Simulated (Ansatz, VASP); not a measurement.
**Cd: VASP beside Ansatz**

The input INCAR:

```
  PREC = Accurate
  ENCUT = 520
  EDIFF = 1E-6
  ISMEAR = 0
  SIGMA = 0.1
  LREAL = False
  LASPH = True
  NELM = 100
  ALGO = Normal
  ISIF = 2
  LWAVE = False
  LCHARG = False
  GGA = PE
  NBANDS = 12
```

File KPOINTS:

```
regular mesh
0
Gamma
  16 16 16
```

The input POSCAR:

```
Cd
1.0
   -1.8352944125      1.8352944125      1.8352944125
    1.8352944125     -1.8352944125      1.8352944125
    1.8352944125      1.8352944125     -1.8352944125
Cd
1
Direct
    0.0000000000      0.0000000000      0.0000000000
```

Input for Ansatz:

```yaml
crystal:
  lattice:
    - [-1.8352944125, 1.8352944125, 1.8352944125]
    - [1.8352944125, -1.8352944125, 1.8352944125]
    - [1.8352944125, 1.8352944125, -1.8352944125]
  atoms:
    - { symbol: Cd, position: [0.0, 0.0, 0.0] }
basis:
  ecutwfc: 420
kpoints:
  mp_grid: { grid: [16, 16, 16] }
hamiltonian:
  xc: pbe
scf:
  occupations: { method: gaussian, width: 0.1 }
output:
  forces: true
  stress: true
  eigenvalues: true
```

Alike in both runs: task single point; functional PBE; k mesh 16 × 16 × 16; occupations gaussian, width 0.1 eV; no spin polarisation.

```csv
,VASP,Ansatz
version,VASP 6.6.1,Ansatz 0.2.0
potentials or method,"VASP PAW PBE potentials, release 64 (Cd), cutoff 520 eV","scalar-relativistic, plane waves, PAW"
valence electrons in the cell,12,20
```

|  | VASP | Ansatz | Ansatz less VASP |
| --- | --- | --- | --- |
| gap on the k mesh at the Fermi level (eV) | none | none | - |
| pressure (GPa) | -1.7 | -1.9 | -0.16 |

A gap of «none» marks a metal or a gap that the smearing closes. The functional is the same, so the differences come from potentials, cutoffs and numerics. VASP's potentials hold 12 valence electrons a cell and Ansatz's 20, so a difference there can come from the potentials and not from the codes.
